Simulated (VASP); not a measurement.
# GaP (F-43m) in VASP: a series of runs, part 2 of 2

VASP 6.6.1.

## Step 3: Relaxation of cell and atoms, LDA, target pressure 4 GPa, at which the enthalpy is minimised

File INCAR:

```
SYSTEM = GaP
ALGO = Normal ; EDIFF = 1E-7
EDIFFG = -0.002 ; ENCUT = 600
IBRION = 2 ; ISIF = 3
ISMEAR = 0 ; LASPH = .True.
LCHARG = .False. ; LREAL = .False.
LWAVE = .False. ; NELM = 100
NSW = 100 ; PREC = Accurate
PSTRESS = 40.0 ; SIGMA = 0.01
```

File KPOINTS:

```
k-points
0
Gamma
  8 8 8
  0 0 0
```

File POSCAR:

```
GaP
1.0
    2.6956870601      2.6956870601      0.0000000000
   -2.6956870601      2.6956870601      0.0000000000
    0.0000000000      2.6956870601      2.6956870601
Ga P
1 1
Direct
    0.0000000000      0.0000000000      0.0000000000
    0.7500000000      0.2500000000      0.5000000000
```

Potentials or basis: VASP PAW LDA potentials, release 64 (Ga_d, P).

Command:

```
$ cat potpaw_LDA.64/Ga_d/POTCAR potpaw_LDA.64/P/POTCAR > POTCAR
$ mpirun -np 1 vasp_std > vasp.out
```

OUTCAR:

```text
SYSTEM = GaP
   EDIFF = 1E-7
   EDIFFG = -0.002
   ENCUT = 600
   IBRION = 2
   ISIF = 3
   ISMEAR = 0
   LASPH = .True.
   LREAL = .False.
   NELM = 100
   NSW = 100
   PREC = Accurate
   PSTRESS = 40.0

 ion  position               nearest neighbor table
   1  0.000  0.000  0.000-   2 2.33   2 2.33   2 2.33   2 2.33
   2  0.750  0.250  0.500-   1 2.33   1 2.33   1 2.33   1 2.33

  LATTYP: Found a face centered cubic cell.
 ALAT       =     5.3913741202

  Lattice vectors:

 A1 = (   0.0000000000,   2.6956870601,   2.6956870601)
 A2 = (   2.6956870601,   0.0000000000,   2.6956870601)
 A3 = (   2.6956870601,   2.6956870601,   0.0000000000)

Analysis of symmetry for initial positions (statically):
=====================================================================
 Subroutine PRICEL returns:
 Original cell was already a primitive cell.

 Routine SETGRP: Setting up the symmetry group for a
 face centered cubic supercell.

 Subroutine GETGRP returns: Found 24 space group operations
 (whereof 24 operations were pure point group operations)
 out of a pool of 48 trial point group operations.

The static configuration has the point symmetry T_d .

Analysis of symmetry for dynamics (positions and initial velocities):
=====================================================================
 Subroutine PRICEL returns:
 Original cell was already a primitive cell.

 Routine SETGRP: Setting up the symmetry group for a
 face centered cubic supercell.

 Subroutine GETGRP returns: Found 24 space group operations
 (whereof 24 operations were pure point group operations)
 out of a pool of 48 trial point group operations.

The dynamic configuration has the point symmetry T_d .

 Subroutine INISYM returns: Found 24 space group operations
 (whereof 24 operations are pure point group operations),
 and found     1 'primitive' translations

----------------------------------------------------------------------------------------

                                     Primitive cell

  volume of cell :      39.1777

  direct lattice vectors                    reciprocal lattice vectors
     2.695687060  2.695687060  0.000000000     0.185481471  0.185481471 -0.185481471
    -2.695687060  2.695687060  0.000000000    -0.185481471  0.185481471 -0.185481471
     0.000000000  2.695687060  2.695687060     0.000000000  0.000000000  0.370962941

  length of vectors
     3.812277200  3.812277200  3.812277200     0.321263331  0.321263331  0.370962941

  position of ions in fractional coordinates (direct lattice)
     0.000000000  0.000000000  0.000000000
     0.750000000  0.250000000  0.500000000

  ion indices of the primitive-cell ions
   primitive index   ion index
                 1           1
                 2           2

----------------------------------------------------------------------------------------

 KPOINTS: k-points

Automatic generation of k-mesh.
 Grid dimensions read from file:
 generate k-points for:    8    8    8

 Generating k-lattice:

  Cartesian coordinates                     Fractional coordinates (reciprocal lattice)
     0.023185184  0.023185184 -0.023185184     0.125000000  0.000000000  0.000000000
[... 49 lines left out ...]
 SYSTEM =  GaP
   PREC   = accura    normal or accurate (medium, high low for compatibility)
   ISTART =      0    job   : 0-new  1-cont  2-samecut
   ICHARG =      2    charge: 1-file 2-atom 10-const
   ISPIN  =      1    spin polarized calculation?
   LNONCOLLINEAR =      F non collinear calculations
   LSORBIT =      F    spin-orbit coupling
   LASPH  =      T    aspherical Exc in radial PAW
   ENCUT  =  600.0 eV  44.10 Ry    6.64 a.u.   7.61  7.61  7.61*2*pi/ulx,y,z
   NELM   =    100;   NELMIN=  2; NELMDL= -5     # of ELM steps
   EDIFF  = 0.1E-06   stopping-criterion for ELM
   LREAL  =      F    real-space projection
   EDIFFG = -.2E-02   stopping-criterion for IOM
   NSW    =    100    number of steps for IOM
   IBRION =      2    ionic relax: 0-MD 1-quasi-New 2-CG
   NFREE  =      1    steps in history (QN), initial steepest desc. (CG)
   ISIF   =      3    stress and relaxation
   ISYM   =      2    0-nonsym 1-usesym 2-fastsym
   POTIM  = 0.5000    time-step for ionic-motion
   TEBEG  =    0.0;   TEEND  =   0.0 temperature during run
   PSTRESS=   40.0 pullay stress
   NELECT =      18.0000    total number of electrons
   NUPDOWN=      -1.0000    fix difference up-down
   EMIN   =  10.00;   EMAX   =-10.00  energy-range for DOS
   EFERMI =   0.00;   METHOD = LEGACY
   ISMEAR =     0;   SIGMA  =   0.01  broadening in eV -4-tet -1-fermi 0-gaus
   EFERMI_NEDOS =   21; number of points for ismear=-14 and -15
   IALGO  =     38    algorithm
   IMIX   =      4    mixing-type and parameters
     AMIX     =   0.40;   BMIX     =  1.00
     AMIX_MAG =   1.60;   BMIX_MAG =  1.00
  volume/ion in A,a.u.               =      19.59       132.19
  Fermi-wavevector in a.u.,A,eV,Ry     =   1.263241  2.387179 21.711873  1.595778
  Thomas-Fermi vector in A             =   2.396608
   LORBIT       =      0    0 simple, 1 ext, 2 COOP (PROOUT), +10 PAW based schemes
   GGA     = CA    functional components
   LHFCALC =     F    Hartree Fock is set to
   AEXX    =    0.0000 exact exchange contribution
   IVDW    =     0    specifies the selected vdW correction
   LEPSILON=     F    determine dielectric tensor
   LRPA    =     F    only Hartree local field effects (RPA)
 conjugate gradient relaxation of ions
 non-spin polarized calculation
 Gauss-broadening in eV      SIGMA  =   0.01
  energy-cutoff  :      600.00
  volume of cell :       39.18
 maximum number of plane-waves:      1325
   NGX = 15   NGY = 15   NGZ = 15

--------------------------------------- Ionic step        1  -------------------------------------------

 number of electron      17.9999994 magnetization

 Free energy of the ion-electron system (eV)
  ---------------------------------------------------
  ext. energy  EPLUGINS =         0.00000000
  ---------------------------------------------------
  free energy    TOTEN  =       -10.45081579 eV

  energy without entropy =      -10.45081579  energy(sigma->0) =      -10.45081579

------------------------ aborting loop because EDIFF is reached ----------------------------------------

  FORCE on cell =-STRESS in cart. coord.  units (eV):
  Direction    XX          YY          ZZ          XY          YZ          ZX
  --------------------------------------------------------------------------------------
  -------------------------------------------------------------------------------------
  Total        0.0237467      0.0237467      0.0237467     -0.0000000      0.0000000     -0.0000000
  in kB        0.9711257      0.9711257      0.9711257     -0.0000000      0.0000000     -0.0000000
  external PRESSURE =     -39.0288743 kB  Pullay stress =      40.0000000 kB
[... 177 lines left out ...]
--------------------------------------- Ionic step        6  -------------------------------------------

 number of electron      18.0000010 magnetization

 Free energy of the ion-electron system (eV)
  ---------------------------------------------------
  ext. energy  EPLUGINS =         0.00000000
  ---------------------------------------------------
  free energy    TOTEN  =       -10.43206811 eV

  energy without entropy =      -10.43206811  energy(sigma->0) =      -10.43206811

 E-fermi :   5.3937     XC(G=0): -10.4899

 val. band max:        5.2799940089   @ k =   0.0000   0.0000   0.0000
 cond. band min:       6.6238752943   @ k =   0.5000   0.5000   0.0000
 fundamental gap:      1.3438812854
 Fermi energy:         5.3937357206

 k-point     1 :       0.0000    0.0000    0.0000
  band No.  band energies     occupation
      1      -9.5719      2.00000
      2      -9.5719      2.00000
      3      -9.5719      2.00000
      4      -9.4501      2.00000
      5      -9.4501      2.00000
      6      -7.7970      2.00000
      7       5.2800      2.00000
      8       5.2800      2.00000
      9       5.2800      2.00000
     10       7.5240      0.00000
     11       9.0471      0.00000
     12       9.0471      0.00000
     13       9.0471      0.00000
[... 354 lines left out ...]
  band No.  band energies     occupation
      1      -9.6782      2.00000
      2      -9.5344      2.00000
      3      -9.5186      2.00000
      4      -9.4574      2.00000
      5      -9.4411      2.00000
      6      -5.0119      2.00000
      7      -1.5813      2.00000
      8       1.7680      2.00000
      9       3.1148      2.00000
     10       8.8250      0.00000
     11       9.4046      0.00000
     12      11.8606      0.00000
     13      13.2999      0.00000

 [... further k-points ...]

------------------------ aborting loop because EDIFF is reached ----------------------------------------

  FORCE on cell =-STRESS in cart. coord.  units (eV):
  Direction    XX          YY          ZZ          XY          YZ          ZX
  --------------------------------------------------------------------------------------
  -------------------------------------------------------------------------------------
  Total        0.9404860      0.9404860      0.9404860      0.0000000      0.0000000     -0.0000000
  in kB       40.0142100     40.0142100     40.0142100      0.0000000      0.0000000     -0.0000000
  external PRESSURE =       0.0142100 kB  Pullay stress =      40.0000000 kB
[... 21 lines left out ...]
  energy  without entropy=      -10.4320681056  energy(sigma->0) =      -10.43206811

  enthalpy is  TOTEN    =        -9.4919160741 eV   P V=        0.9401520315

 reached required accuracy - stopping structural energy minimisation
```

OSZICAR:

```text
N       E                     dE             d eps       ncg     rms          rms(c)
DAV:   1     0.839579826659E+02    0.83958E+02   -0.10184E+04   770   0.216E+03
DAV:   2    -0.407732581245E+01   -0.88035E+02   -0.84189E+02   829   0.349E+02
DAV:   3    -0.106600580332E+02   -0.65827E+01   -0.65411E+01   939   0.790E+01
[... 50 lines left out ...]
DAV:   2    -0.104320767657E+02    0.31701E-04   -0.57576E-05   964   0.204E-01    0.167E-02
DAV:   3    -0.104320689797E+02    0.77860E-05   -0.86614E-06  1009   0.675E-02    0.404E-03
DAV:   4    -0.104320682360E+02    0.74373E-06   -0.88840E-07   886   0.146E-02    0.161E-03
DAV:   5    -0.104320681084E+02    0.12756E-06   -0.54354E-08   392   0.373E-03    0.429E-04
DAV:   6    -0.104320681056E+02    0.28604E-08   -0.12700E-08   377   0.164E-03
   6 F= -.94919161E+01 E0= -.94919161E+01  d E =-.562047E-05
```

It took 53 s on 1 thread of Intel Xeon Platinum 8375C at 2.90GHz (Ice Lake), shared host; peak memory 0.16 GiB.

What came out:

- Free energy: -10.4321 eV
- Relaxed volume: 18.83 Å³/atom
- Relaxed cell: a = 3.762 Å, b = 3.762 Å, c = 3.762 Å, α = 60.00°, β = 60.00°, γ = 90.00°
- Space group after relaxing (to 0.05 Å): F-43m (No. 216)
- Energy change on relaxing (the enthalpy is what falls): +9.4 meV/atom
- Ionic steps: 6
- Pressure after relaxing: 4.0 GPa
- Band gap on the k mesh: 1.34 eV, indirect (least direct gap 2.24 eV)

The path:
```tsv
step	energy change (eV)	largest force (eV/Å)	pressure (GPa)	volume (Å³)
1	0.0000	0.0000	0.10	39.18
2	0.0586	0.0000	7.46	36.53
3	0.0186	0.0000	3.94	37.66
4	0.0194	0.0000	4.08	37.63
5	0.0183	0.0000	3.93	37.68
6	0.0187	0.0000	4.00	37.66
```

Final structure:
```
CELL_PARAMETERS angstrom
2.66035 2.66035 0.00000
-2.66035 2.66035 0.00000
0.00000 2.66035 2.66035
ATOMIC_POSITIONS crystal
Ga 0.00000 0.00000 0.00000
P 0.75000 0.25000 0.50000
```

Caveat: the cell is relaxed towards a set pressure, so the enthalpy falls and the energy may rise.
